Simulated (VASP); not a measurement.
Wanted: the native input for a VASP 6.6.1 run.

| Property | Result |
| --- | --- |
| Task | single point |
| Functional | LDA |
| Potentials or basis | VASP PAW LDA potentials, release 64 (Cd, S) |
| Cutoff | 500 eV |
| k mesh | 12 × 8 × 12 |
| Occupations | gaussian, width 0.1 eV |
| Spin | no spin polarisation |
| Dipole correction | no |
| Further INCAR settings | ALGO = Normal; EDIFF = 1e-06; NBANDS = 26 |

The structure of CdS lies in POSCAR:

```
CdS
1.0
    3.7757491637      0.0000000000      0.0000000000
    0.0000000000      5.3409249213      0.0000000000
    0.0000000000      0.0000000000      3.7757481901
Cd S
2 2
Direct
    0.5000000000      0.5000000000      0.2500013829
    0.0000000000      0.0000000000      0.7499986171
    0.5000000000      0.0000000000      0.2499794839
    0.0000000000      0.5000000000      0.7500205161
```

The input as run:

INCAR

```
SYSTEM = CdS
PREC = Accurate
ENCUT = 500
EDIFF = 1E-6
ISMEAR = 0
SIGMA = 0.1
LREAL = .FALSE.
LASPH = .TRUE.
NELM = 120
ALGO = Normal
ISIF = 2
LWAVE = .FALSE.
LCHARG = .TRUE.
LELF = .TRUE.
LVHAR = .TRUE.
NBANDS = 26
GGA_COMPAT = .FALSE.
```

KPOINTS

```
regular mesh
0
G
  12 8 12
  0 0 0
```

Potentials or basis: VASP PAW LDA potentials, release 64 (Cd, S).

The run is started by

```bash
$ cat potpaw_LDA.64/Cd/POTCAR potpaw_LDA.64/S/POTCAR > POTCAR
$ mpirun -np 1 vasp_std > vasp.out
```

It gave:

```yaml
Pressure: 0.7 GPa
Band_gap_on_the_k_mesh: zero (bands 18 and 19 overlap by 0.02 eV)
```

Caveat: semilocal functionals underestimate gaps, and a narrow one can read as zero.

Wall time 5.5 min on 1 thread of Oxide Virtual Turin-like Processor (shared host), peak memory 0.41 GiB.
